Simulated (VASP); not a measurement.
Runs of VASP 6.6.1 on W. The structure is that of space group Fm-3m (No. 225), or close to it. The cells are those of the table. 

```csv
cell,cutoff (eV),smearing,gap on the mesh (eV),pressure (GPa)
"a = 2.470 Å, angles 60.0°, 1 atom",520,fermi-dirac 0.08 eV,none,264.6
"a = 2.732 Å, angles 60.0°, 1 atom",500,fermi-dirac 0.08 eV,none,(a)
"a = 2.369 Å, angles 60.0°, 1 atom",520,fermi-dirac 0.08 eV,none,446.0
"a = 2.563 Å, angles 60.0°, 1 atom",520,fermi-dirac 0.08 eV,none,151.8
"a = 2.809 Å, angles 60.0°, 1 atom",500,fermi-dirac 0.08 eV,none,(b)
"a = 2.369 Å, angles 60.0°, 1 atom",520,gaussian 0.1 eV,none,445.9
"a = 2.470 Å, angles 60.0°, 1 atom",500,fermi-dirac 0.08 eV,none,264.6
"a = 2.650 Å, angles 60.0°, 1 atom",520,fermi-dirac 0.08 eV,none,80.1
```

Alike in all rows: task single point; level LDA; potentials or basis VASP PAW LDA potentials, release 64 (W_sv); no spin polarisation; k mesh 16 × 16 × 16.

**Question.** Estimate the missing entries.

**Answer.** (a) 33.0; (b) 1.8.

Caveats: spin-orbit coupling is left out, which moves the levels of the heavy elements.

A k mesh can miss the band edges, and the runs leave out spin-orbit coupling on W.

A gap of «none» marks levels without a gap at the run's occupations.
